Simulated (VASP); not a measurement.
# NaI (Fm-3m) in VASP: notebook

NaI is run at these levels: LDA; tasks: single point, relaxation of cell and atoms.

Everything below comes from runs of VASP 6.6.1. Logs are shortened: lines on timing, memory, paths and dates and some standing lists are left out, and cuts for length are marked.

## Step 1: The cell of the first run

It takes space group Fm-3m (No. 225, cubic). Conventional cell: a = 5.929 Å, b = 5.929 Å, c = 5.929 Å, α = 90.00°, β = 90.00°, γ = 90.00°. Within 3.9 Å of Na (site symmetry m-3m) lie 6 I at 2.96 Å. I (site symmetry m-3m) has 6 Na at 2.96 Å within 3.9 Å.

## Step 2: Single point, LDA

Input file INCAR:

```
ALGO = Normal
EDIFF = 1E-6
ENCUT = 520
GGA = CA
ISIF = 2
ISMEAR = 0
LASPH = T
LCHARG = F
LREAL = F
LWAVE = F
NBANDS = 14
NELM = 100
PREC = Accurate
SIGMA = 0.01
```

Input file KPOINTS:

```
k-points
0
Gamma
  6 6 6
```

Input file POSCAR:

```
NaI
1.0
    0.0000000000      2.9646795172      2.9646795172
    2.9646795172      0.0000000000      2.9646795172
    2.9646795172      2.9646795172      0.0000000000
Na I
1 1
Direct
    0.0000000000      0.0000000000      0.0000000000
    0.5000000000      0.5000000000      0.5000000000
```

Potentials or basis: VASP PAW LDA potentials, release 64 (Na_pv, I).

The run is started by

```
$ cat potpaw_LDA.64/Na_pv/POTCAR potpaw_LDA.64/I/POTCAR > POTCAR
$ mpirun -np 1 vasp_std > vasp.out
```

OUTCAR:

```text
EDIFF = 1E-6
   ENCUT = 520
   GGA = CA
   ISIF = 2
   ISMEAR = 0
   LASPH = T
   LREAL = F
   NELM = 100
   PREC = Accurate

 ion  position               nearest neighbor table
   1  0.000  0.000  0.000-   2 2.96   2 2.96   2 2.96   2 2.96   2 2.96   2 2.96
   2  0.500  0.500  0.500-   1 2.96   1 2.96   1 2.96   1 2.96   1 2.96   1 2.96

  LATTYP: Found a face centered cubic cell.
 ALAT       =     5.9293590344

  Lattice vectors:

 A1 = (   0.0000000000,   2.9646795172,   2.9646795172)
 A2 = (   2.9646795172,   0.0000000000,   2.9646795172)
 A3 = (   2.9646795172,   2.9646795172,   0.0000000000)

Analysis of symmetry for initial positions (statically):
=====================================================================
 Subroutine PRICEL returns:
 Original cell was already a primitive cell.

 Routine SETGRP: Setting up the symmetry group for a
 face centered cubic supercell.

 Subroutine GETGRP returns: Found 48 space group operations
 (whereof 48 operations were pure point group operations)
 out of a pool of 48 trial point group operations.

The static configuration has the point symmetry O_h .

Analysis of symmetry for dynamics (positions and initial velocities):
=====================================================================
 Subroutine PRICEL returns:
 Original cell was already a primitive cell.

 Routine SETGRP: Setting up the symmetry group for a
 face centered cubic supercell.

 Subroutine GETGRP returns: Found 48 space group operations
 (whereof 48 operations were pure point group operations)
 out of a pool of 48 trial point group operations.

The dynamic configuration has the point symmetry O_h .

 Subroutine INISYM returns: Found 48 space group operations
 (whereof 48 operations are pure point group operations),
 and found     1 'primitive' translations

----------------------------------------------------------------------------------------

                                     Primitive cell

  volume of cell :      52.1151

  direct lattice vectors                    reciprocal lattice vectors
     0.000000000  2.964679517  2.964679517    -0.168652293  0.168652293  0.168652293
     2.964679517  0.000000000  2.964679517     0.168652293 -0.168652293  0.168652293
     2.964679517  2.964679517  0.000000000     0.168652293  0.168652293 -0.168652293

  length of vectors
     4.192689981  4.192689981  4.192689981     0.292114341  0.292114341  0.292114341

  position of ions in fractional coordinates (direct lattice)
     0.000000000  0.000000000  0.000000000
     0.500000000  0.500000000  0.500000000

  ion indices of the primitive-cell ions
   primitive index   ion index
                 1           1
                 2           2

----------------------------------------------------------------------------------------

 KPOINTS: k-points

Automatic generation of k-mesh.
 Grid dimensions read from file:
 generate k-points for:    6    6    6

 Generating k-lattice:

  Cartesian coordinates                     Fractional coordinates (reciprocal lattice)
    -0.028108716  0.028108716  0.028108716     0.166666667  0.000000000  0.000000000
     0.028108716 -0.028108716  0.028108716     0.000000000  0.166666667  0.000000000
     0.028108716  0.028108716 -0.028108716     0.000000000  0.000000000  0.166666667

  Length of vectors
     0.048685724  0.048685724  0.048685724

  Shift w.r.t. Gamma in fractional coordinates (k-lattice)
     0.000000000  0.000000000  0.000000000

 Subroutine IBZKPT returns following result:
 ===========================================

 Found     16 irreducible k-points:

 Following reciprocal coordinates:
            Coordinates               Weight
  0.000000  0.000000  0.000000      1.000000
  0.166667  0.000000  0.000000      8.000000
  0.333333  0.000000  0.000000      8.000000
  0.500000  0.000000  0.000000      4.000000
  0.166667  0.166667  0.000000      6.000000
  0.333333  0.166667  0.000000     24.000000
[... 8 lines left out ...]
 -0.333333  0.333333  0.166667     24.000000
 -0.333333  0.500000  0.166667     12.000000
   k-points           NKPTS =     16   k-points in BZ     NKDIM =     16   number of bands    NBANDS=     14
   number of dos      NEDOS =    301   number of ions     NIONS =      2
   total plane-waves  NPLWV =  32768
   dimension x,y,z NGX =    32 NGY =   32 NGZ =   32
   dimension x,y,z NGXF=    64 NGYF=   64 NGZF=   64
   ions per type =               1   1
   NGX,Y,Z   is equivalent  to a cutoff of  12.69, 12.69, 12.69 a.u.
   NGXF,Y,Z  is equivalent  to a cutoff of  25.38, 25.38, 25.38 a.u.
 SYSTEM =  unknown system
   PREC   = accura    normal or accurate (medium, high low for compatibility)
   ISTART =      0    job   : 0-new  1-cont  2-samecut
   ICHARG =      2    charge: 1-file 2-atom 10-const
   ISPIN  =      1    spin polarized calculation?
   LNONCOLLINEAR =      F non collinear calculations
   LSORBIT =      F    spin-orbit coupling
   LASPH  =      T    aspherical Exc in radial PAW
   ENCUT  =  520.0 eV  38.22 Ry    6.18 a.u.   7.80  7.80  7.80*2*pi/ulx,y,z
   NELM   =    100;   NELMIN=  2; NELMDL= -5     # of ELM steps
   EDIFF  = 0.1E-05   stopping-criterion for ELM
   LREAL  =      F    real-space projection
   EDIFFG = 0.1E-04   stopping-criterion for IOM
   NSW    =      0    number of steps for IOM
   IBRION =     -1    ionic relax: 0-MD 1-quasi-New 2-CG
   NFREE  =      0    steps in history (QN), initial steepest desc. (CG)
   ISIF   =      2    stress and relaxation
   ISYM   =      2    0-nonsym 1-usesym 2-fastsym
   POTIM  = 0.5000    time-step for ionic-motion
   TEBEG  =    0.0;   TEEND  =   0.0 temperature during run
   PSTRESS=    0.0 pullay stress
   NELECT =      14.0000    total number of electrons
   NUPDOWN=      -1.0000    fix difference up-down
   EMIN   =  10.00;   EMAX   =-10.00  energy-range for DOS
   EFERMI =   0.00;   METHOD = LEGACY
   ISMEAR =     0;   SIGMA  =   0.01  broadening in eV -4-tet -1-fermi 0-gaus
   EFERMI_NEDOS =   21; number of points for ismear=-14 and -15
   IALGO  =     38    algorithm
   IMIX   =      4    mixing-type and parameters
     AMIX     =   0.40;   BMIX     =  1.00
     AMIX_MAG =   1.60;   BMIX_MAG =  1.00
  volume/ion in A,a.u.               =      26.06       175.84
  Fermi-wavevector in a.u.,A,eV,Ry     =   1.056322  1.996160 15.181608  1.115817
  Thomas-Fermi vector in A             =   2.191554
   LORBIT       =      0    0 simple, 1 ext, 2 COOP (PROOUT), +10 PAW based schemes
   GGA     = CA    functional components
   LHFCALC =     F    Hartree Fock is set to
   AEXX    =    0.0000 exact exchange contribution
   IVDW    =     0    specifies the selected vdW correction
   LEPSILON=     F    determine dielectric tensor
   LRPA    =     F    only Hartree local field effects (RPA)
 non-spin polarized calculation
 Gauss-broadening in eV      SIGMA  =   0.01
  energy-cutoff  :      520.00
  volume of cell :       52.12
 maximum number of plane-waves:      1420
   NGX = 15   NGY = 15   NGZ = 15

 number of electron      14.0000005 magnetization

 Free energy of the ion-electron system (eV)
  ---------------------------------------------------
  ext. energy  EPLUGINS =         0.00000000
  ---------------------------------------------------
  free energy    TOTEN  =        -5.89029505 eV

  energy without entropy =       -5.89029505  energy(sigma->0) =       -5.89029505

 E-fermi :   2.8635     XC(G=0):  -9.1948

 val. band max:        2.8177872420   @ k =   0.0000   0.0000   0.0000
 cond. band min:       7.0571381511   @ k =   0.0000   0.0000   0.0000
 fundamental gap:      4.2393509092
 Fermi energy:         2.8634761798

 k-point     1 :       0.0000    0.0000    0.0000
  band No.  band energies     occupation
      1     -19.4930      2.00000
      2     -19.4930      2.00000
      3     -19.4930      2.00000
      4      -9.1513      2.00000
      5       2.8178      2.00000
      6       2.8178      2.00000
      7       2.8178      2.00000
      8       7.0571      0.00000
      9      10.5259      0.00000
     10      10.5259      0.00000
     11      10.5259      0.00000
     12      12.8732      0.00000
     13      12.8732      0.00000
     14      13.0788      0.00000

 k-point     2 :       0.1667    0.0000    0.0000
  band No.  band energies     occupation
      1     -19.4984      2.00000
      2     -19.4932      2.00000
      3     -19.4932      2.00000
      4      -8.9998      2.00000
      5       1.6742      2.00000
      6       2.6787      2.00000
      7       2.6787      2.00000
      8       7.9509      0.00000
      9      10.2099      0.00000
     10      10.8422      0.00000
     11      10.8422      0.00000
     12      12.3196      0.00000
     13      12.3196      0.00000
     14      14.1731      0.00000

 k-point     3 :       0.3333    0.0000    0.0000
  band No.  band energies     occupation
      1     -19.5091      2.00000
      2     -19.4936      2.00000
      3     -19.4936      2.00000
      4      -8.6626      2.00000
      5       0.0974      2.00000
      6       2.4280      2.00000
      7       2.4280      2.00000
      8       7.9150      0.00000
      9      10.5360      0.00000
     10      10.5360      0.00000
     11      12.0730      0.00000
     12      13.3791      0.00000
     13      13.5049      0.00000
     14      13.5049      0.00000
[... 188 lines left out ...]
 k-point    15 :      -0.3333    0.3333    0.1667
  band No.  band energies     occupation
      1     -19.5077      2.00000
      2     -19.5011      2.00000
      3     -19.4970      2.00000
      4      -8.3452      2.00000
      5       0.0983      2.00000
      6       0.9014      2.00000
      7       1.7258      2.00000
      8       9.0457      0.00000
      9       9.5796      0.00000
     10      11.1594      0.00000
     11      11.8078      0.00000
     12      13.8813      0.00000
     13      15.8278      0.00000
     14      17.0820      0.00000

 k-point    16 :      -0.3333    0.5000    0.1667
  band No.  band energies     occupation
      1     -19.5057      2.00000
      2     -19.5013      2.00000
      3     -19.4998      2.00000
      4      -8.3073      2.00000
      5       0.1635      2.00000
      6       1.0126      2.00000
      7       1.3569      2.00000
      8       8.3904      0.00000
      9       8.9756      0.00000
     10      12.0243      0.00000
     11      12.0732      0.00000
     12      15.7845      0.00000
     13      16.4797      0.00000
     14      16.9037      0.00000

------------------------ aborting loop because EDIFF is reached ----------------------------------------

  FORCE on cell =-STRESS in cart. coord.  units (eV):
  Direction    XX          YY          ZZ          XY          YZ          ZX
  --------------------------------------------------------------------------------------
  -------------------------------------------------------------------------------------
  Total        1.6557297      1.6557297      1.6557297      0.0000000     -0.0000000      0.0000000
  in kB       50.9022244     50.9022244     50.9022244      0.0000000     -0.0000000      0.0000000
  external PRESSURE =      50.9022244 kB  Pullay stress =       0.0000000 kB

 VOLUME and BASIS-vectors are now :
 -----------------------------------------------------------------------------
  energy-cutoff  :      520.00
  volume of cell :       52.12
      direct lattice vectors                 reciprocal lattice vectors
     0.000000000  2.964679517  2.964679517    -0.168652293  0.168652293  0.168652293
     2.964679517  0.000000000  2.964679517     0.168652293 -0.168652293  0.168652293
     2.964679517  2.964679517  0.000000000     0.168652293  0.168652293 -0.168652293

 POSITION                                       TOTAL-FORCE (eV/Angst)
 -----------------------------------------------------------------------------------
      0.00000      0.00000      0.00000         0.000000      0.000000      0.000000
      2.96468      2.96468      2.96468        -0.000000     -0.000000     -0.000000
 -----------------------------------------------------------------------------------
    total drift:                                0.000000     -0.000000     -0.000000

  FREE ENERGIE OF THE ION-ELECTRON SYSTEM (eV)
  ---------------------------------------------------
  free  energy   TOTEN  =        -5.8902950481 eV

  energy  without entropy=       -5.8902950481  energy(sigma->0) =       -5.89029505
```

It took 8.4 s on 1 thread of AMD EPYC 7R43 (Zen 3), shared host; peak memory 0.12 GiB.

Results:

- Free energy: -5.8903 eV
- Pressure: 5.1 GPa
- Band gap on the k mesh: 4.24 eV, direct

Levels at points of the mesh, in eV from the valence-band top:
| k point | band 3 | band 4 | band 5 | band 6 | band 7 | band 8 | band 9 | band 10 | band 11 | band 12 |
| --- | --- | --- | --- | --- | --- | --- | --- | --- | --- | --- |
| (0.00, 0.00, 0.00) | -22.31 | -11.97 | 0.00 | 0.00 | 0.00 | 4.24 | 7.71 | 7.71 | 7.71 | 10.06 |
| (0.50, 0.00, 0.00) | -22.31 | -11.29 | -3.38 | -0.50 | -0.50 | 4.90 | 7.45 | 7.45 | 10.16 | 11.08 |
| (0.50, 0.50, 0.00) | -22.32 | -11.15 | -2.99 | -1.20 | -1.20 | 4.41 | 4.76 | 11.47 | 12.38 | 12.69 |

Caveat: spin-orbit coupling is left out, which moves the levels of the heavy elements. A hybrid or GW would open this gap; LDA tends to underestimate it.

## Step 3: Relaxation of cell and atoms, LDA, target pressure 5 GPa, at which the enthalpy is minimised

This run uses another cell than the first one, of 30.70 Å³/atom, 1.178 times its volume.

Input file INCAR:

```
SYSTEM = NaI
PREC     = Accurate       ! precision mode
ENCUT    = 600            ! plane-wave cutoff, eV
EDIFF    = 1E-7           ! SCF threshold, eV
ISMEAR   = 0              ! smearing method
SIGMA    = 0.01           ! smearing width, eV
LREAL    = .FALSE.        ! projectors in reciprocal space
LASPH    = .TRUE.         ! aspherical terms in the spheres
NELM     = 80             ! most SCF steps
ALGO     = Normal         ! electronic algorithm
ISIF     = 3              ! what is computed and relaxed
LWAVE    = .FALSE.        ! write WAVECAR
LCHARG   = .FALSE.        ! write CHGCAR
GGA      = CA             ! functional
IBRION   = 2              ! ionic algorithm
NSW      = 100            ! ionic steps
EDIFFG   = -0.002         ! ionic threshold
PSTRESS  = 50.0
```

Input file KPOINTS:

```
regular mesh
0
G
  6 6 6
  0 0 0
```

Input file POSCAR:

```
NaI
1.0
    0.0000000000      3.1310897312      3.1310897312
    3.1310897312      0.0000000000      3.1310897312
    3.1310897312      3.1310897312      0.0000000000
Na I
1 1
Direct
    0.0000000000      0.0000000000      0.0000000000
    0.5000000000      0.5000000000      0.5000000000
```

Potentials or basis: VASP PAW LDA potentials, release 64 (Na_pv, I).

The run is started by

```
$ cat potpaw_LDA.64/Na_pv/POTCAR potpaw_LDA.64/I/POTCAR > POTCAR
$ mpirun -np 1 vasp_std > vasp.out
```

Run time: 64 s. Hardware: 1 thread of AMD EPYC 7R43 (Zen 3), shared host; peak memory 0.14 GiB.

It converged, with:

* Free energy: -5.8939 eV
* Relaxed volume: 26.10 Å³/atom
* Relaxed cell: a = 4.195 Å, b = 4.195 Å, c = 4.195 Å, α = 60.00°, β = 60.00°, γ = 60.00°
* Space group after relaxing (to 0.05 Å): Fm-3m (No. 225)
* Energy change on relaxing (the enthalpy is what falls): +61.5 meV/atom
* Ionic steps: 8
* Pressure after relaxing: 5.0 GPa
* Band gap on the k mesh: 4.23 eV, direct

Step by step:
```csv
step,energy change (eV),largest force (eV/Å),pressure (GPa),volume (Å³)
1,0.0000,0.0000,0.01,61.39
2,0.0922,0.0000,4.17,53.28
3,0.1207,0.0000,4.94,52.28
4,0.1261,0.0000,5.09,52.10
5,0.1226,0.0000,4.98,52.21
6,0.1231,0.0000,5.03,52.20
7,0.1228,0.0000,4.98,52.21
8,0.1230,0.0000,5.01,52.20
```

Final structure:
```yaml
crystal:
  lattice:
    - [0.00000, 2.96635, 2.96635]
    - [2.96635, 0.00000, 2.96635]
    - [2.96635, 2.96635, 0.00000]
  atoms:
    - { symbol: Na, position: [0.00000, 0.00000, 0.00000] }
    - { symbol: I, position: [0.50000, 0.50000, 0.50000] }
```

Levels at points of the mesh, in eV from the valence-band top:
```tsv
k point	band 3	band 4	band 5	band 6	band 7	band 8	band 9	band 10	band 11
(0.00, 0.00, 0.00)	-22.31	-11.96	0.00	0.00	0.00	4.23	7.71	7.71	7.71
(0.50, 0.00, 0.00)	-22.31	-11.29	-3.37	-0.50	-0.50	4.90	7.45	7.45	10.15
(0.50, 0.50, 0.00)	-22.32	-11.14	-2.98	-1.20	-1.20	4.40	4.76	11.45	12.38
```

Caveat: the cell is relaxed towards a set pressure, so the enthalpy falls and the energy may rise; spin-orbit coupling is left out, which moves the levels of the heavy elements. LDA usually gives volumes a few per cent too small.
